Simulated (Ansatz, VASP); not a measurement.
## ScAl7N8: VASP beside Ansatz

```
CELL_PARAMETERS angstrom
6.28538 0.00000 0.00000
-3.14269 5.44330 0.00000
0.00000 0.00000 9.92860
ATOMIC_POSITIONS crystal
Al 0.33646 0.16354 0.25031
Al 0.33646 0.16354 0.75031
Al 0.16759 0.83379 0.99933
Al 0.33646 0.67292 0.25031
Al 0.16759 0.83379 0.49933
Al 0.33646 0.67292 0.75031
Al 0.66621 0.33241 0.99933
Al 0.82708 0.16354 0.25031
Al 0.66621 0.33241 0.49933
Al 0.82708 0.16354 0.75031
Al 0.66621 0.83379 0.99933
Al 0.83333 0.66667 0.24894
Al 0.66621 0.83379 0.49933
Al 0.83333 0.66667 0.74894
Sc 0.16667 0.33333 0.99539
Sc 0.16667 0.33333 0.49539
N 0.16667 0.33333 0.20732
N 0.34397 0.15603 0.43870
N 0.16667 0.33333 0.70732
N 0.34397 0.15603 0.93870
N 0.16526 0.83263 0.19013
N 0.34397 0.68793 0.43870
N 0.16526 0.83263 0.69013
N 0.34397 0.68793 0.93870
N 0.66737 0.33474 0.19013
N 0.81207 0.15603 0.43870
N 0.66737 0.33474 0.69013
N 0.81207 0.15603 0.93870
N 0.66737 0.83263 0.19013
N 0.83333 0.66667 0.44094
N 0.66737 0.83263 0.69013
N 0.83333 0.66667 0.94094
```

Alike in both runs: functional LDA; k mesh 4 × 4 × 3; no spin polarisation.

Ansatz relaxed the structure, and its values are those at the end. VASP's run is a single point on that final structure, the one shown.

|  | VASP | Ansatz |
| --- | --- | --- |
| version | VASP 6.6.1 | Ansatz 0.2.0 |
| potentials or method | VASP PAW LDA potentials, release 64 (Al, Sc_sv, N) | scalar-relativistic, plane waves, PAW |
| plane-wave cutoff (eV) | 520 | 420 |
| occupations | gaussian, width 0.01 eV | fixed |
| valence electrons in the cell | 144 | 144 |

VASP gave:

| Item | Value |
| --- | --- |
| gap on the k mesh at the Fermi level (eV) | 4.21 |
| least direct gap on the mesh (eV) | 4.23 |
| pressure (GPa) | 0.7 |
| rms of the force components (eV/Å) | 0.015 |

Question: Estimate Ansatz's values.

Answer: gap on the k mesh at the Fermi level (eV): 4.22; least direct gap on the mesh (eV): 4.22; pressure (GPa): 0.0; rms of the force components (eV/Å): 0.001.

LDA's correlation is that of Perdew and Zunger in VASP and of Perdew and Wang (1992) in Ansatz.
